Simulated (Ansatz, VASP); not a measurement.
## One calculation of BN, two programs

Contents of POSCAR:

```
BN
1.0
    2.5433243829      0.0000000000      0.0000000000
   -1.2716621915      2.2025835257      0.0000000000
    0.0000000000      0.0000000000      4.2068547497
B N
2 2
Direct
    0.3333333333      0.6666666667     -0.0473257745
    0.6666666667      0.3333333333      0.4526742255
    0.3333333333      0.6666666667      0.4213257745
    0.6666666667      0.3333333333      0.9213257745
```

The input INCAR.step1:

```
SYSTEM = BN
PREC = Accurate
ENCUT = 520
ISMEAR = 0
SIGMA = 0.01
LREAL = .False.
LASPH = .True.
NELM = 60
NBANDS = 16
GGA = PE
ALGO = Normal
EDIFF = 1E-4
LWAVE = .True.
LCHARG = .False.
```

Contents of INCAR.step2:

```
SYSTEM = BN
PREC = Accurate
ENCUT = 520
EDIFF = 1E-7
ISMEAR = 0
SIGMA = 0.01
LREAL = .False.
LASPH = .True.
NELM = 60
ALGO = Normal
ISIF = 2
LWAVE = .False.
LCHARG = .False.
METAGGA = R2SCAN
LMIXTAU = .True.
NBANDS = 16
ISTART = 1
```

Contents of KPOINTS:

```
regular mesh
0
Gamma
  12 12 6
  0 0 0
```

Input for Ansatz:

```yaml
crystal:
  lattice:
    - [2.5433243829, 0.0, 0.0]
    - [-1.2716621915, 2.2025835257, 0.0]
    - [0.0, 0.0, 4.2068547497]
  atoms:
    - { symbol: B, position: [0.3333333333, 0.6666666667, -0.0473257745] }
    - { symbol: B, position: [0.6666666667, 0.3333333333, 0.4526742255] }
    - { symbol: "N", position: [0.3333333333, 0.6666666667, 0.4213257745] }
    - { symbol: "N", position: [0.6666666667, 0.3333333333, 0.9213257745] }
basis:
  ecutwfc: 500
  xc_grid: 2
kpoints:
  mp_grid: { grid: [12, 12, 6] }
hamiltonian:
  xc: r2scan
  pseudopotentials: { kind: paw, azcp: { folder: soft_1 } }
scf:
  occupations: { method: fixed }
output:
  forces: true
  stress: true
  eigenvalues: true
  polarization: {}
```

Change from the starting cell: polar distortion scaled by 0.25.

Alike in both runs: task single point; functional r2SCAN; k mesh 12 × 12 × 6; no spin polarisation.

|  | VASP | Ansatz |
| --- | --- | --- |
| version | VASP 6.6.1 | Ansatz 0.2.0 |
| potentials or method | VASP PAW PBE potentials, release 64 (B, N), cutoff 520 eV | scalar-relativistic, plane waves, PAW |
| occupations | gaussian, width 0.01 eV | fixed |
| valence electrons in the cell | 16 | 16 |

|  | VASP | Ansatz | Ansatz less VASP |
| --- | --- | --- | --- |
| gap on the k mesh at the Fermi level (eV) | 4.09 | 4.05 | -0.040 |
| least direct gap on the mesh (eV) | 6.33 | 6.28 | -0.051 |
| pressure (GPa) | 24.9 | 23.7 | -1.28 |
| traceless stress, the component that is largest in VASP (GPa) | 42.17 | 42.81 | +0.644 |
| rms of the force components (eV/Å) | 1.023 | 1.041 | +0.0186 |

VASP's potentials were made for PBE, not for r2SCAN. Atom by atom the forces differ by 0.019 eV/Å (rms over components).
